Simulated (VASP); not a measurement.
# PrHRh3 (R3m) in VASP: a series of runs

PrHRh3 is run at these levels: PBE; tasks: relaxation of cell and atoms.

Program: VASP 6.6.1. These are calculated values, not measurements. Logs are shortened: lines on timing, memory, paths and dates and some standing lists are left out, and cuts for length are marked.

### Step 1. The cell of the first run

It takes space group R3m (No. 160, trigonal). Conventional cell: a = 5.898 Å, b = 5.898 Å, c = 7.236 Å, α = 90.00°, β = 90.00°, γ = 120.00°. Pr (site symmetry 3m) has 12 Rh at 2.95 to 2.96 Å and 8 H at 3.22 to 4.02 Å and 6 Pr at 4.17 Å within 4.2 Å. H (site symmetry 3m) has 6 Rh at 1.91 to 2.32 Å within 2.5 Å. Within 2.5 Å of Rh (site symmetry m) lie 2 H at 1.91 to 2.32 Å.

The cell was generated, and may not be a known phase.

### Step 2. Relaxation of cell and atoms, PBE

INCAR

```
SYSTEM = PrHRh3
  PREC = Accurate
  ENCUT = 500
  EDIFF = 1E-7
  ISMEAR = 0
  SIGMA = 0.1
  LREAL = .False.
  LASPH = .True.
  NELM = 200
  ALGO = Normal
  ISIF = 3
  LWAVE = .False.
  LCHARG = .False.
  GGA = PE
  IBRION = 2
  NSW = 100
  EDIFFG = -0.01
  GGA_COMPAT = .False.
  NELMIN = 4
  LMAXMIX = 6
```

KPOINTS

```
regular mesh
0
Gamma
  6 6 6
  0 0 0
```

POSCAR

```
PrHRh3
1.0
    2.9492327490      1.7027403216      2.4121311765
   -2.9492327490      1.7027403216      2.4121311765
    0.0000000000     -3.4054806431      2.4121311765
Pr H Rh
1 1 3
Direct
    0.9991048458      0.9991048458      0.9991048458
    0.5540236769      0.5540236769      0.5540236769
    0.4980833605      0.0043705763      0.4980833605
    0.4980833605      0.4980833605      0.0043705763
    0.0043705763      0.4980833605      0.4980833605
```

Potentials or basis: VASP PAW PBE potentials, release 64 (Pr_3, H, Rh_pv), 4f in core.

Started as:

```
cat potpaw_PBE.64/Pr_3/POTCAR potpaw_PBE.64/H/POTCAR potpaw_PBE.64/Rh_pv/POTCAR > POTCAR
mpirun -np 1 vasp_std > vasp.out
```

OUTCAR:

```text
SYSTEM = PrHRh3
   PREC = Accurate
   ENCUT = 500
   EDIFF = 1E-7
   ISMEAR = 0
   LREAL = .False.
   LASPH = .True.
   NELM = 200
   ISIF = 3
   GGA = PE
   IBRION = 2
   NSW = 100
   EDIFFG = -0.01
   NELMIN = 4

 ion  position               nearest neighbor table
   1  0.999  0.999  0.999-   3 2.95   5 2.95   4 2.95   4 2.95   4 2.95   3 2.95   5 2.95   3 2.95
                             5 2.95   5 2.96   3 2.96   4 2.96
   2  0.554  0.554  0.554-   3 1.91   5 1.91   4 1.91
   3  0.498  0.004  0.498-   2 1.91   5 2.91   4 2.91   1 2.95   1 2.95   1 2.95   4 2.95   4 2.95
                             5 2.95   5 2.95   1 2.96   5 2.99   4 2.99
   4  0.498  0.498  0.004-   2 1.91   3 2.91   5 2.91   1 2.95   1 2.95   1 2.95   3 2.95   5 2.95
                             5 2.95   3 2.95   1 2.96   5 2.99   3 2.99
   5  0.004  0.498  0.498-   2 1.91   3 2.91   4 2.91   1 2.95   1 2.95   1 2.95   4 2.95   4 2.95
                             3 2.95   3 2.95   1 2.96   3 2.99   4 2.99

  LATTYP: Found a trigonal (rhomboedric) cell.
 ALAT       =     4.1732092235
 COS(alpha) =     0.0011327501

  Lattice vectors:

 A1 = (   2.9492327490,   1.7027403216,   2.4121311765)
 A2 = (  -2.9492327490,   1.7027403216,   2.4121311765)
 A3 = (   0.0000000000,  -3.4054806431,   2.4121311765)

Analysis of symmetry for initial positions (statically):
=====================================================================
 Subroutine PRICEL returns:
 Original cell was already a primitive cell.

 Routine SETGRP: Setting up the symmetry group for a
 trigonal (rhombohedral) supercell.

 Subroutine GETGRP returns: Found  6 space group operations
 (whereof  6 operations were pure point group operations)
 out of a pool of 12 trial point group operations.

The static configuration has the point symmetry C_3v.

Analysis of symmetry for dynamics (positions and initial velocities):
=====================================================================
 Subroutine PRICEL returns:
 Original cell was already a primitive cell.

 Routine SETGRP: Setting up the symmetry group for a
 trigonal (rhombohedral) supercell.

 Subroutine GETGRP returns: Found  6 space group operations
 (whereof  6 operations were pure point group operations)
 out of a pool of 12 trial point group operations.

The dynamic configuration has the point symmetry C_3v.

 Subroutine INISYM returns: Found  6 space group operations
 (whereof  6 operations are pure point group operations),
 and found     1 'primitive' translations

----------------------------------------------------------------------------------------

                                     Primitive cell

  volume of cell :      72.6791

  direct lattice vectors                    reciprocal lattice vectors
     2.949232749  1.702740322  2.412131176     0.169535619  0.097881435  0.138190384
    -2.949232749  1.702740322  2.412131176    -0.169535619  0.097881435  0.138190384
     0.000000000 -3.405480643  2.412131176     0.000000000 -0.195762871  0.138190384

  length of vectors
     4.173209224  4.173209224  4.173209224     0.239624047  0.239624047  0.239624047

  position of ions in fractional coordinates (direct lattice)
     0.999104846  0.999104846  0.999104846
     0.554023677  0.554023677  0.554023677
     0.498083360  0.004370576  0.498083360
     0.498083360  0.498083360  0.004370576
     0.004370576  0.498083360  0.498083360

  ion indices of the primitive-cell ions
   primitive index   ion index
                 1           1
                 2           2
                 3           3
                 4           4
                 5           5

----------------------------------------------------------------------------------------

 KPOINTS: regular mesh

Automatic generation of k-mesh.
 Grid dimensions read from file:
 generate k-points for:    6    6    6

 Generating k-lattice:

  Cartesian coordinates                     Fractional coordinates (reciprocal lattice)
     0.028255937  0.016313573  0.023031731     0.166666667  0.000000000  0.000000000
    -0.028255937  0.016313573  0.023031731     0.000000000  0.166666667  0.000000000
     0.000000000 -0.032627145  0.023031731     0.000000000  0.000000000  0.166666667

  Length of vectors
     0.039937341  0.039937341  0.039937341

  Shift w.r.t. Gamma in fractional coordinates (k-lattice)
     0.000000000  0.000000000  0.000000000

 Subroutine IBZKPT returns following result:
 ===========================================

 Found     32 irreducible k-points:

 Following reciprocal coordinates:
            Coordinates               Weight
  0.000000  0.000000  0.000000      1.000000
  0.166667 -0.000000  0.000000      6.000000
  0.333333 -0.000000  0.000000      6.000000
  0.500000 -0.000000  0.000000      3.000000
  0.166667  0.166667  0.000000      6.000000
  0.333333  0.166667  0.000000     12.000000
[... 16 lines left out ...]
  0.500000  0.500000  0.166667      6.000000
 -0.333333  0.500000  0.166667     12.000000
 [... further k-points ...]
   k-points           NKPTS =     32   k-points in BZ     NKDIM =     32   number of bands    NBANDS=     34
   number of dos      NEDOS =    301   number of ions     NIONS =      5
   total plane-waves  NPLWV =  27000
   dimension x,y,z NGX =    30 NGY =   30 NGZ =   30
   dimension x,y,z NGXF=    60 NGYF=   60 NGZF=   60
   ions per type =               1   1   3
   NGX,Y,Z   is equivalent  to a cutoff of  11.95, 11.95, 11.95 a.u.
   NGXF,Y,Z  is equivalent  to a cutoff of  23.90, 23.90, 23.90 a.u.
 SYSTEM =  PrHRh3
   PREC   = accura    normal or accurate (medium, high low for compatibility)
   ISTART =      0    job   : 0-new  1-cont  2-samecut
   ICHARG =      2    charge: 1-file 2-atom 10-const
   ISPIN  =      1    spin polarized calculation?
   LNONCOLLINEAR =      F non collinear calculations
   LSORBIT =      F    spin-orbit coupling
   LASPH  =      T    aspherical Exc in radial PAW
   ENCUT  =  500.0 eV  36.75 Ry    6.06 a.u.   7.61  7.61  7.61*2*pi/ulx,y,z
   NELM   =    200;   NELMIN=  4; NELMDL= -5     # of ELM steps
   EDIFF  = 0.1E-06   stopping-criterion for ELM
   LREAL  =      F    real-space projection
   EDIFFG = -.1E-01   stopping-criterion for IOM
   NSW    =    100    number of steps for IOM
   IBRION =      2    ionic relax: 0-MD 1-quasi-New 2-CG
   NFREE  =      1    steps in history (QN), initial steepest desc. (CG)
   ISIF   =      3    stress and relaxation
   ISYM   =      2    0-nonsym 1-usesym 2-fastsym
   POTIM  = 0.5000    time-step for ionic-motion
   TEBEG  =    0.0;   TEEND  =   0.0 temperature during run
   PSTRESS=    0.0 pullay stress
   NELECT =      57.0000    total number of electrons
   NUPDOWN=      -1.0000    fix difference up-down
   EMIN   =  10.00;   EMAX   =-10.00  energy-range for DOS
   EFERMI =   0.00;   METHOD = LEGACY
   ISMEAR =     0;   SIGMA  =   0.10  broadening in eV -4-tet -1-fermi 0-gaus
   EFERMI_NEDOS =   21; number of points for ismear=-14 and -15
   IALGO  =     38    algorithm
   IMIX   =      4    mixing-type and parameters
     AMIX     =   0.40;   BMIX     =  1.00
     AMIX_MAG =   1.60;   BMIX_MAG =  1.00
  volume/ion in A,a.u.               =      14.54        98.09
  Fermi-wavevector in a.u.,A,eV,Ry     =   1.509721  2.852958 31.011163  2.279256
  Thomas-Fermi vector in A             =   2.620005
   LORBIT       =      0    0 simple, 1 ext, 2 COOP (PROOUT), +10 PAW based schemes
   GGA     = PE    functional components
   LHFCALC =     F    Hartree Fock is set to
   AEXX    =    0.0000 exact exchange contribution
   IVDW    =     0    specifies the selected vdW correction
   LEPSILON=     F    determine dielectric tensor
   LRPA    =     F    only Hartree local field effects (RPA)
 conjugate gradient relaxation of ions
 non-spin polarized calculation
 Gauss-broadening in eV      SIGMA  =   0.10
  energy-cutoff  :      500.00
  volume of cell :       72.68
 maximum number of plane-waves:      1856
   NGX = 15   NGY = 15   NGZ = 15

--------------------------------------- Ionic step        1  -------------------------------------------

 number of electron      56.9999992 magnetization

 Free energy of the ion-electron system (eV)
  ---------------------------------------------------
  ext. energy  EPLUGINS =         0.00000000
  ---------------------------------------------------
  free energy    TOTEN  =       -31.48938651 eV

  energy without entropy =      -31.45822569  energy(sigma->0) =      -31.47380610

------------------------ aborting loop because EDIFF is reached ----------------------------------------

  FORCE on cell =-STRESS in cart. coord.  units (eV):
  Direction    XX          YY          ZZ          XY          YZ          ZX
  --------------------------------------------------------------------------------------
  -------------------------------------------------------------------------------------
  Total        0.0323914      0.0323914      0.0416064      0.0000000      0.0000000      0.0000000
  in kB        0.7140539      0.7140539      0.9171945      0.0000000      0.0000000      0.0000000
  external PRESSURE =       0.7817674 kB  Pullay stress =       0.0000000 kB
[... 98 lines left out ...]
  FREE ENERGIE OF THE ION-ELECTRON SYSTEM (eV)
  ---------------------------------------------------
  free  energy   TOTEN  =       -31.4895992462 eV

  energy  without entropy=      -31.4584942776  energy(sigma->0) =      -31.47404676

[... ionic steps 4 to 15 ...]

--------------------------------------- Ionic step       16  -------------------------------------------

 number of electron      56.9999995 magnetization

------------------------ aborting loop because EDIFF is reached ----------------------------------------

  FORCE on cell =-STRESS in cart. coord.  units (eV):
  Direction    XX          YY          ZZ          XY          YZ          ZX
  --------------------------------------------------------------------------------------
  -------------------------------------------------------------------------------------
  Total       -0.0034633     -0.0034633      0.0338096      0.0000000      0.0000000     -0.0000000
  in kB       -0.0761908     -0.0761908      0.7437886      0.0000000      0.0000000     -0.0000000
  external PRESSURE =       0.1971357 kB  Pullay stress =       0.0000000 kB
[... 63 lines left out ...]
  energy  without entropy=      -31.4624109058  energy(sigma->0) =      -31.47665322

--------------------------------------- Ionic step       18  -------------------------------------------

 number of electron      57.0000005 magnetization

 Free energy of the ion-electron system (eV)
  ---------------------------------------------------
  ext. energy  EPLUGINS =         0.00000000
  ---------------------------------------------------
  free energy    TOTEN  =       -31.49091687 eV

  energy without entropy =      -31.46284593  energy(sigma->0) =      -31.47688140

 E-fermi :   8.0304     XC(G=0): -12.5587

 val. band max:        8.0298248359   @ k =   0.5000   0.3333   0.1667
 cond. band min:       8.0447523071   @ k =  -0.3333   0.5000   0.1667
 fundamental gap:      0.0149274713
 Fermi energy:         8.0303604593

 k-point     1 :       0.0000    0.0000    0.0000
  band No.  band energies     occupation
      1     -37.8782      2.00000
      2     -37.8481      2.00000
      3     -37.8481      2.00000
      4     -37.6729      2.00000
      5     -37.6729      2.00000
      6     -37.6654      2.00000
[... 877 lines left out ...]
     33      11.3392      0.00000
     34      11.5866      0.00000

 [... further k-points ...]

------------------------ aborting loop because EDIFF is reached ----------------------------------------

  FORCE on cell =-STRESS in cart. coord.  units (eV):
  Direction    XX          YY          ZZ          XY          YZ          ZX
  --------------------------------------------------------------------------------------
  -------------------------------------------------------------------------------------
  Total        0.0295229      0.0295229      0.0386578      0.0000000      0.0000000      0.0000000
  in kB        0.6489583      0.6489583      0.8497563      0.0000000      0.0000000      0.0000000
  external PRESSURE =       0.7158910 kB  Pullay stress =       0.0000000 kB
[... 20 lines left out ...]
  FREE ENERGIE OF THE ION-ELECTRON SYSTEM (eV)
  ---------------------------------------------------
  free  energy   TOTEN  =       -31.4909168668 eV

  energy  without entropy=      -31.4628459273  energy(sigma->0) =      -31.47688140

 reached required accuracy - stopping structural energy minimisation
```

Run time: 9.7 min. Hardware: 1 thread of Intel Xeon Platinum 8259CL at 2.50GHz (Skylake/Cascade Lake), shared host; peak memory 0.22 GiB.

What came out:

```
Free energy                           : -31.4909 eV
Relaxed volume                        : 14.58 Å³/atom
Relaxed cell                          : a = 4.177 Å, b = 4.177 Å, c = 4.177 Å, α = 89.94°, β = 89.94°, γ = 89.94°
Space group after relaxing (to 0.1 Å) : R3m (No. 160)
Energy gained by relaxing             : 0.3 meV/atom
Ionic steps                           : 18
Pressure after relaxing               : 0.1 GPa
Largest force after relaxing          : 0.010 eV/Å
Band gap on the k mesh                : zero (an odd number of electrons rules out a gap without spin polarisation)
```

Forces in eV/Å, atoms in the order of the input:
```
Pr   0.000  0.000 -0.007
H    0.000  0.000 -0.004
Rh  -0.008  0.004  0.004
Rh   0.000 -0.009  0.004
Rh   0.008  0.004  0.004
```

The path:
| step | energy change (eV) | largest force (eV/Å) | pressure (GPa) | volume (Å³) |
| --- | --- | --- | --- | --- |
| 1 | 0.0000 | 0.0288 | 0.08 | 72.68 |
| 2 | -0.0002 | 0.0282 | -0.06 | 72.75 |
| 3 | -0.0002 | 0.0275 | -0.20 | 72.83 |
| 4 | -0.0003 | 0.0250 | -0.14 | 72.81 |
| 5 | -0.0004 | 0.0209 | -0.03 | 72.76 |
| 6 | -0.0004 | 0.0191 | 0.02 | 72.75 |
| 7 | -0.0004 | 0.0187 | 0.02 | 72.75 |
| 8 | -0.0005 | 0.0175 | 0.01 | 72.75 |
| 9 | -0.0005 | 0.0170 | 0.00 | 72.77 |
| 10 | -0.0005 | 0.0339 | -0.02 | 72.80 |
| 11 | -0.0005 | 0.0279 | -0.01 | 72.79 |
| 12 | -0.0006 | 0.0277 | -0.01 | 72.79 |
| 13 | -0.0006 | 0.0270 | -0.01 | 72.79 |
| 14 | -0.0007 | 0.0257 | -0.01 | 72.80 |
| 15 | -0.0009 | 0.0231 | 0.00 | 72.81 |
| 16 | -0.0012 | 0.0184 | 0.02 | 72.83 |
| 17 | -0.0015 | 0.0110 | 0.06 | 72.87 |
| 18 | -0.0015 | 0.0096 | 0.07 | 72.89 |

Final structure:
```xyz
5
Lattice="2.9522 1.7045 2.4142 -2.9522 1.7045 2.4142 0.0000 -3.4089 2.4142" Properties=species:S:1:pos:R:3 pbc="T T T"
Pr    0.0000    0.0000    7.2143
H     0.0000    0.0000    4.1035
Rh    1.4514   -0.8380    2.3924
Rh    0.0000    1.6759    2.3924
Rh   -1.4514   -0.8380    2.3924
```

Caveat: spin-orbit coupling is left out, which moves the levels of the heavy elements; the 4f electrons are frozen in the core, so they carry no moment and show no levels. Spin polarisation is off, so any magnetic state and its effect on volume and gap are missing.

### Step 3. Relaxation of cell and atoms, PBE

This run uses another cell than the first one, of 14.59 Å³/atom.

INCAR

```
SYSTEM = PrHRh3
ALGO = Normal
EDIFF = 1E-7
EDIFFG = -0.001
ENCUT = 500
GGA = PE
GGA_COMPAT = .FALSE.
IBRION = 2
ISIF = 3
ISMEAR = 0
LASPH = .TRUE.
LCHARG = .FALSE.
LMAXMIX = 6
LREAL = .FALSE.
LWAVE = .FALSE.
NELM = 200
NELMIN = 4
NSW = 80
PREC = Accurate
SIGMA = 0.1
```

KPOINTS

```
k-points
0
G
  6 6 6
  0 0 0
```

POSCAR

```
PrHRh3
1.0
    2.9531482532      1.7050009389      2.4153627048
   -2.9531482532      1.7050009389      2.4153627048
    0.0000000000     -3.4100018778      2.4153627049
Pr H Rh
1 1 3
Direct
    0.9948584604      0.9948584604      0.9948584604
    0.5696570666      0.5696570666      0.5696570666
    0.4931433376      0.0028636177      0.4931433376
    0.4931433376      0.4931433376      0.0028636177
    0.0028636177      0.4931433376      0.4931433376
```

Potentials or basis: VASP PAW PBE potentials, release 64 (Pr_3, H, Rh_pv), 4f in core.

Started as:

```
cat potpaw_PBE.64/Pr_3/POTCAR potpaw_PBE.64/H/POTCAR potpaw_PBE.64/Rh_pv/POTCAR > POTCAR
mpirun -np 1 vasp_std > vasp.out
```

Run time: 10 min. Hardware: 1 thread of Intel Xeon Platinum 8259CL at 2.50GHz (Skylake/Cascade Lake), shared host; peak memory 0.22 GiB.

Results (log left out):

| Item | Value |
| --- | --- |
| Free energy | -31.4911 eV |
| Relaxed volume | 14.58 Å³/atom |
| Relaxed cell | a = 4.178 Å, b = 4.178 Å, c = 4.178 Å, α = 89.93°, β = 89.93°, γ = 89.93° |
| Space group after relaxing (to 0.1 Å) | R3m (No. 160) |
| Energy gained by relaxing | 0.0 meV/atom |
| Ionic steps | 21 |
| Pressure after relaxing | 0.0 GPa |
| Band gap on the k mesh | zero (an odd number of electrons rules out a gap without spin polarisation) |

Final structure:
```cif
data_structure
_symmetry_space_group_name_H-M 'P 1'
_symmetry_Int_Tables_number 1
_cell_length_a 4.1777
_cell_length_b 4.1777
_cell_length_c 4.1777
_cell_angle_alpha 89.934
_cell_angle_beta 89.934
_cell_angle_gamma 89.934
_cell_volume 72.91
loop_
_atom_site_label
_atom_site_type_symbol
_atom_site_fract_x
_atom_site_fract_y
_atom_site_fract_z
_atom_site_occupancy
Pr1 Pr 0.99591 0.99591 0.99591 1
H1 H 0.56656 0.56656 0.56656 1
Rh1 Rh 0.49415 0.00290 0.49415 1
Rh2 Rh 0.49415 0.49415 0.00290 1
Rh3 Rh 0.00290 0.49415 0.49415 1
```

Levels at points of the mesh, in eV from the Fermi level:
| k point | band 24 | band 25 | band 26 | band 27 | band 28 | band 29 | band 30 | band 31 | band 32 | band 33 |
| --- | --- | --- | --- | --- | --- | --- | --- | --- | --- | --- |
| (0.00, 0.00, 0.00) | -0.49 | -0.49 | 0.37 | 0.63 | 0.63 | 0.65 | 2.49 | 3.70 | 3.70 | 4.14 |
| (0.50, 0.00, 0.00) | -1.59 | -0.94 | -0.89 | -0.89 | -0.79 | -0.29 | 0.63 | 2.33 | 2.40 | 3.32 |
| (0.50, 0.50, 0.00) | -1.68 | -1.36 | -1.31 | -1.25 | -0.82 | -0.73 | -0.50 | 2.52 | 2.68 | 3.30 |
| (0.50, 0.50, 0.50) | -1.57 | -1.27 | -1.27 | 0.36 | 0.36 | 0.38 | 2.95 | 2.98 | 2.98 | 3.02 |

Caveat: spin-orbit coupling is left out, which moves the levels of the heavy elements; the 4f electrons are frozen in the core, so they carry no moment and show no levels. Spin polarisation is off, so any magnetic state and its effect on volume and gap are missing.
